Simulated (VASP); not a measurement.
# LiCl (Immm) in VASP: a series of runs, part 2 of 2

VASP 6.6.1. The steps go on from the part before.

## Step 5: Single point, r2SCAN (strain +0.0100 x Voigt [0, 0, 0, 0, 1, 0])

Input file POSCAR:

```
LiCl
1.0
    0.0128238000      2.5647600000      2.5647600000
    2.5775838000      0.0000000000      2.5775838000
    2.5647600000      2.5647600000      0.0128238000
Li Cl
1 1
Direct
    0.0000000000      0.0000000000      0.0000000000
    0.5000000000      0.5000000000      0.5000000000
```

Input file INCAR.step1:

```
PREC = Accurate
ENCUT = 520
ISMEAR = 0
SIGMA = 0.05
LREAL = F
LASPH = T
NELM = 60
NBANDS = 12
GGA = PE
ALGO = Normal
EDIFF = 1E-4
LWAVE = T
LCHARG = F
```

Input file INCAR.step2:

```
PREC = Accurate
ENCUT = 520
EDIFF = 1E-6
ISMEAR = 0
SIGMA = 0.05
LREAL = F
LASPH = T
NELM = 60
ALGO = Normal
ISIF = 2
LWAVE = F
LCHARG = F
METAGGA = R2SCAN
LMIXTAU = T
NBANDS = 12
ISTART = 1
```

Input file KPOINTS:

```
regular mesh
0
Gamma
  8 8 8
```

Potentials or basis: VASP PAW PBE potentials, release 64 (Li_sv, Cl).

The run is started by

```sh
$ cat potpaw_PBE.64/Li_sv/POTCAR potpaw_PBE.64/Cl/POTCAR > POTCAR
$ cp INCAR.step1 INCAR
$ mpirun -np 1 vasp_std > vasp.out
$ cp INCAR.step2 INCAR
$ mpirun -np 1 vasp_std > vasp.out
```

OUTCAR:

```text
PREC = Accurate
   ENCUT = 520
   EDIFF = 1E-6
   ISMEAR = 0
   LREAL = F
   LASPH = T
   NELM = 60
   ISIF = 2
   METAGGA = R2SCAN
   ISTART = 1

 ion  position               nearest neighbor table
   1  0.000  0.000  0.000-   2 2.56   2 2.56   2 2.56   2 2.56   2 2.56   2 2.56
   2  0.500  0.500  0.500-   1 2.56   1 2.56   1 2.56   1 2.56   1 2.56   1 2.56

  LATTYP: Found a body centered orthorhombic cell.
 ALAT       =     3.6089827844
 B/A-ratio  =     1.0100502513
 C/A-ratio  =     1.4213201632

  Lattice vectors:

 A1 = (   0.0128238000,  -2.5647600000,   2.5647600000)
 A2 = (  -0.0128238000,  -2.5647600000,  -2.5647600000)
 A3 = (   2.5647600000,   2.5647600000,   0.0128238000)

Analysis of symmetry for initial positions (statically):
=====================================================================
 Subroutine PRICEL returns:
 Original cell was already a primitive cell.

 Routine SETGRP: Setting up the symmetry group for a
 body centered orthorhombic supercell.

 Subroutine GETGRP returns: Found  8 space group operations
 (whereof  8 operations were pure point group operations)
 out of a pool of  8 trial point group operations.

The static configuration has the point symmetry D_2h.

Analysis of symmetry for dynamics (positions and initial velocities):
=====================================================================
 Subroutine PRICEL returns:
 Original cell was already a primitive cell.

 Routine SETGRP: Setting up the symmetry group for a
 body centered orthorhombic supercell.

 Subroutine GETGRP returns: Found  8 space group operations
 (whereof  8 operations were pure point group operations)
 out of a pool of  8 trial point group operations.

The dynamic configuration has the point symmetry D_2h.

 Subroutine INISYM returns: Found  8 space group operations
 (whereof  8 operations are pure point group operations),
 and found     1 'primitive' translations

[... 117 lines left out ...]
  Thomas-Fermi vector in A             =   2.227741
   LORBIT       =      0    0 simple, 1 ext, 2 COOP (PROOUT), +10 PAW based schemes
   METAGGA = R2SCAN    functional components
   LHFCALC =     F    Hartree Fock is set to
   AEXX    =    0.0000 exact exchange contribution
   IVDW    =     0    specifies the selected vdW correction
   LEPSILON=     F    determine dielectric tensor
   LRPA    =     F    only Hartree local field effects (RPA)
 non-spin polarized calculation
 Gauss-broadening in eV      SIGMA  =   0.05
  energy-cutoff  :      520.00
  volume of cell :       33.74
 maximum number of plane-waves:       934
   NGX = 13   NGY = 13   NGZ = 13

 number of electron      10.0000005 magnetization

 Free energy of the ion-electron system (eV)
  ---------------------------------------------------
  ext. energy  EPLUGINS =         0.00000000
  ---------------------------------------------------
  free energy    TOTEN  =       -12.58651987 eV

  energy without entropy =      -12.58651987  energy(sigma->0) =      -12.58651987

 E-fermi :   0.4845     XC(G=0):  -9.1632

 val. band max:        0.2204942834   @ k =   0.0000   0.0000   0.0000
 cond. band min:       7.4837354772   @ k =   0.0000   0.0000   0.0000
 fundamental gap:      7.2632411938
 Fermi energy:         0.4845441419

 k-point     1 :       0.0000    0.0000    0.0000
  band No.  band energies     occupation
      1     -44.6267      2.00000
      2     -13.7947      2.00000
      3       0.1582      2.00000
      4       0.1888      2.00000
      5       0.2205      2.00000
      6       7.4837      0.00000
      7      12.7686      0.00000
      8      12.8526      0.00000
      9      12.9359      0.00000
     10      15.5701      0.00000
     11      15.5712      0.00000
     12      16.0300      0.00000
[... 331 lines left out ...]
 k-point    24 :       0.2500    0.3750    0.0000
  band No.  band energies     occupation
      1     -44.6242      2.00000
      2     -13.2385      2.00000
      3      -1.9380      2.00000
      4      -0.6928      2.00000
      5      -0.5590      2.00000
      6       9.5791      0.00000
      7      10.2737      0.00000
      8      11.1179      0.00000
      9      13.3578      0.00000
     10      14.7602      0.00000
     11      17.7407      0.00000
     12      19.8105      0.00000

 [... further k-points ...]
[... 5 lines left out ...]
  --------------------------------------------------------------------------------------
  -------------------------------------------------------------------------------------
  Total       -0.1804945     -0.1818620     -0.1804945      0.0000000      0.0000000     -0.0623481
  in kB       -8.5706790     -8.6356155     -8.5706790      0.0000000      0.0000000     -2.9605641
  external PRESSURE =      -8.5923245 kB  Pullay stress =       0.0000000 kB

 VOLUME and BASIS-vectors are now :
 -----------------------------------------------------------------------------
  energy-cutoff  :      520.00
  volume of cell :       33.74
      direct lattice vectors                 reciprocal lattice vectors
     0.012823800  2.564760000  2.564760000    -0.195929663  0.194950015  0.195929663
     2.577583800  0.000000000  2.577583800     0.193980114 -0.194950015  0.193980114
     2.564760000  2.564760000  0.012823800     0.195929663  0.194950015 -0.195929663

 POSITION                                       TOTAL-FORCE (eV/Angst)
 -----------------------------------------------------------------------------------
      0.00000      0.00000      0.00000         0.000000      0.000000     -0.000000
      2.57758      2.56476      2.57758        -0.000000     -0.000000      0.000000
 -----------------------------------------------------------------------------------
    total drift:                                0.000000      0.000000      0.000000

  FREE ENERGIE OF THE ION-ELECTRON SYSTEM (eV)
  ---------------------------------------------------
  free  energy   TOTEN  =       -12.5865198724 eV

  energy  without entropy=      -12.5865198724  energy(sigma->0) =      -12.58651987
```

OSZICAR.step1:

```text
N       E                     dE             d eps       ncg     rms          rms(c)
DAV:   1     0.406054593981E+02    0.40605E+02   -0.41509E+03  2280   0.771E+02
DAV:   2    -0.488293731603E+01   -0.45488E+02   -0.43621E+02  2828   0.141E+02
DAV:   3    -0.738706838314E+01   -0.25041E+01   -0.24958E+01  3048   0.345E+01
DAV:   4    -0.744962384216E+01   -0.62555E-01   -0.62530E-01  3180   0.550E+00
DAV:   5    -0.745023059011E+01   -0.60675E-03   -0.60674E-03  3048   0.530E-01    0.239E+00
DAV:   6    -0.737943856183E+01    0.70792E-01   -0.15135E-01  2880   0.182E+00    0.170E+00
DAV:   7    -0.738129052551E+01   -0.18520E-02   -0.49194E-02  3448   0.117E+00    0.926E-01
DAV:   8    -0.738547454810E+01   -0.41840E-02   -0.63587E-03  2660   0.549E-01    0.155E-01
DAV:   9    -0.738543346977E+01    0.41078E-04   -0.20298E-04  2900   0.992E-02
   1 F= -.73854335E+01 E0= -.73854335E+01  d E =-.129731E-24
```

Run time: 2.8 min. Hardware: 1 thread of Intel Xeon Platinum 8259CL at 2.50GHz (Skylake/Cascade Lake), shared host; peak memory 0.17 GiB.

What came out:

* Free energy: -12.5865 eV
* Band gap on the k mesh: 7.26 eV, direct

Levels at points of the mesh, in eV from the valence-band top:
```csv
k point,band 1,band 2,band 3,band 4,band 5,band 6,band 7,band 8,band 9,band 10
"(0.00, 0.00, 0.00)",-44.85,-14.02,-0.06,-0.03,0.00,7.26,12.55,12.63,12.72,15.35
"(0.50, 0.00, 0.00)",-44.84,-13.42,-2.87,-0.33,-0.31,7.48,10.21,10.28,14.22,17.95
"(0.00, 0.50, 0.00)",-44.84,-13.44,-2.88,-0.30,-0.28,7.53,10.29,10.35,14.13,17.90
"(0.50, 0.50, 0.00)",-44.84,-13.18,-2.97,-1.16,-1.15,8.74,8.90,13.54,15.39,15.39
"(0.50, 0.00, 0.50)",-44.84,-13.18,-2.97,-1.20,-1.11,8.72,8.91,13.54,15.36,15.41
```

Caveat: the cell differs from its parent crystal (strain +0.0100 x Voigt [0, 0, 0, 0, 1, 0]); the cutoff is under 1.25 times the usual one of these potentials, so pressure, stress and relaxed cells hold a basis-set (Pulay) error; the PAW data sets were made with another functional, which shifts forces and pressure a little.

## Step 6: Single point, r2SCAN (strain +0.0350 x Voigt [0, 0, 0, 0, 1, 0])

Input file POSCAR:

```
LiCl
1.0
    0.0448833000      2.5647600000      2.5647600000
    2.6096433000      0.0000000000      2.6096433000
    2.5647600000      2.5647600000      0.0448833000
Li Cl
1 1
Direct
    0.0000000000      0.0000000000      0.0000000000
    0.5000000000      0.5000000000      0.5000000000
```

Input file INCAR.step1:

```
SYSTEM = LiCl
ALGO = Normal
EDIFF = 1E-4
ENCUT = 520
GGA = PE
ISMEAR = 0
LASPH = .TRUE.
LCHARG = .FALSE.
LREAL = .FALSE.
LWAVE = .TRUE.
NBANDS = 12
NELM = 100
PREC = Accurate
SIGMA = 0.05
```

Input file INCAR.step2:

```
SYSTEM = LiCl
ALGO = Normal
EDIFF = 1E-6
ENCUT = 520
ISIF = 2
ISMEAR = 0
ISTART = 1
LASPH = .TRUE.
LCHARG = .FALSE.
LMIXTAU = .TRUE.
LREAL = .FALSE.
LWAVE = .FALSE.
METAGGA = R2SCAN
NBANDS = 12
NELM = 100
PREC = Accurate
SIGMA = 0.05
```

Input file KPOINTS:

```
k-points
0
G
  8 8 8
  0 0 0
```

Potentials or basis: VASP PAW PBE potentials, release 64 (Li_sv, Cl).

The run is started by

```sh
$ cat potpaw_PBE.64/Li_sv/POTCAR potpaw_PBE.64/Cl/POTCAR > POTCAR
$ cp INCAR.step1 INCAR
$ mpirun -np 1 vasp_std > vasp.out
$ cp INCAR.step2 INCAR
$ mpirun -np 1 vasp_std > vasp.out
```

Wall time 2.6 min (1 thread of Intel Xeon Platinum 8259CL at 2.50GHz (Skylake/Cascade Lake), shared host); peak memory 0.17 GiB.

Results (log left out):

* Free energy: -12.5831 eV
* Band gap on the k mesh: 7.18 eV, direct

Levels at points of the mesh, in eV from the valence-band top:
| k point | band 2 | band 3 | band 4 | band 5 | band 6 | band 7 | band 8 | band 9 |
| --- | --- | --- | --- | --- | --- | --- | --- | --- |
| (0.00, 0.00, 0.00) | -14.10 | -0.22 | -0.12 | 0.00 | 7.18 | 12.26 | 12.56 | 12.85 |
| (0.50, 0.00, 0.00) | -13.48 | -2.94 | -0.48 | -0.40 | 7.33 | 9.97 | 10.20 | 14.25 |
| (0.00, 0.50, 0.00) | -13.54 | -2.97 | -0.37 | -0.28 | 7.51 | 10.22 | 10.45 | 13.94 |
| (0.50, 0.50, 0.00) | -13.26 | -3.05 | -1.24 | -1.23 | 8.66 | 8.82 | 13.41 | 15.31 |
| (0.50, 0.00, 0.50) | -13.26 | -3.05 | -1.39 | -1.07 | 8.53 | 8.96 | 13.46 | 15.23 |

Caveat: the cell differs from its parent crystal (strain +0.0350 x Voigt [0, 0, 0, 0, 1, 0]); the cutoff is under 1.25 times the usual one of these potentials, so pressure, stress and relaxed cells hold a basis-set (Pulay) error; the PAW data sets were made with another functional, which shifts forces and pressure a little. A k mesh can miss the band edges.

## Step 7: Overview

```csv
cell,gap on the mesh (eV)
"a = 3.627, b = 3.555 Å, angles 60.7, 61.3, 60.7°, 2 atoms",7.16
"a = 3.627, b = 3.682 Å, angles 59.5, 59.0, 59.5°, 2 atoms",7.20
"a = 3.627, b = 3.591 Å, angles 60.3, 60.7, 60.3°, 2 atoms",7.23
"a = 3.627, b = 3.645 Å, angles 59.8, 59.7, 59.8°, 2 atoms",7.26
"a = 3.627, b = 3.691 Å, angles 59.4, 58.8, 59.4°, 2 atoms",7.18
```

Alike in all rows: task single point; level r2SCAN; potentials or basis VASP PAW PBE potentials, release 64 (Li_sv, Cl); no spin polarisation; k mesh 8 × 8 × 8; cutoff (eV) 520; smearing gaussian 0.05 eV.

Caveats: the cutoff is under 1.25 times the usual one of these potentials, so pressure, stress and relaxed cells hold a basis-set (Pulay) error; the PAW data sets were made with another functional, which shifts forces and pressure a little.

Total energies depend on the potentials used, so only differences within one code and one set of settings carry meaning.
